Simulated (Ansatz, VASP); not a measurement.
## Two plane-wave programs on TaH

```xyz
4
Lattice="1.7541 -2.4175 0.0000 1.7541 2.4175 0.0000 0.0000 0.0000 4.8801" Properties=species:S:1:pos:R:3 pbc="T T T"
Ta    0.8771    1.2088    2.4400
Ta    0.8771   -1.2088    0.0000
H     0.0000    0.0000    3.6601
H     0.0000    0.0000    1.2200
```

Alike in both runs: functional PBE; k mesh 12 × 12 × 8; occupations gaussian, width 0.1 eV; no spin polarisation.

Ansatz relaxed the structure, and its values are those at the end. VASP's run is a single point on that final structure, the one shown.

|  | VASP | Ansatz |
| --- | --- | --- |
| version | VASP 6.6.1 | Ansatz 0.2.0 |
| potentials or method | VASP PAW PBE potentials, release 64 (Ta_pv, H), cutoff 520 eV | scalar-relativistic, plane waves, PAW |
| valence electrons in the cell | 24 | 28 |

|  | VASP | Ansatz | Ansatz less VASP |
| --- | --- | --- | --- |
| gap on the k mesh at the Fermi level (eV) | none | none | - |
| pressure (GPa) | 0.1 | 0.0 | -0.15 |

A gap of «none» marks a metal or a gap that the smearing closes. With one functional, cell and mesh, what is left measures potentials, basis and numerics. VASP's potentials hold 24 valence electrons a cell and Ansatz's 28, so a difference there can come from the potentials and not from the codes.

Neither program's run includes spin-orbit coupling.
